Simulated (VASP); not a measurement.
Input of a VASP 6.6.1 run:

INCAR

```
  PREC = Accurate
  ENCUT = 520
  EDIFF = 1E-6
  ISMEAR = -1
  SIGMA = 0.1
  LREAL = False
  LASPH = True
  NELM = 80
  ALGO = Normal
  ISIF = 2
  LWAVE = False
  LCHARG = False
  GGA = PS
  NBANDS = 38
```

The input KPOINTS:

```
Automatic mesh
0
Gamma
  12 12 3
```

Contents of POSCAR:

```
Bi
1.0
    3.4692890757      0.0000000000      0.0000000000
   -1.7346445379      3.0044924726      0.0000000000
    0.0000000000      0.0000000000     11.5683307061
Bi
4
Direct
    0.0000000000      1.0000000000      0.0000000000
    0.0000000000      1.0000000000      0.5000000000
    0.3333333333      0.6666666667      0.2500000000
    0.6666666667      0.3333333333      0.7500000000
```

Potentials or basis: VASP PAW PBE potentials, release 64 (Bi_d).

The run is started by

```bash
$ cat potpaw_PBE.64/Bi_d/POTCAR > POTCAR
$ mpirun -np 1 vasp_std > vasp.out
```

(1) Estimate the pressure.

(2) Predict the band gap on the k mesh.

## Answers

(1) -0.2 GPa.

(2) zero (band 30 reaches 12.64 eV, above the bottom of band 31 at 6.19 eV).

Caveat: the PAW data sets were made with another functional, which shifts forces and pressure a little; spin-orbit coupling is left out, which moves the levels of the heavy elements.
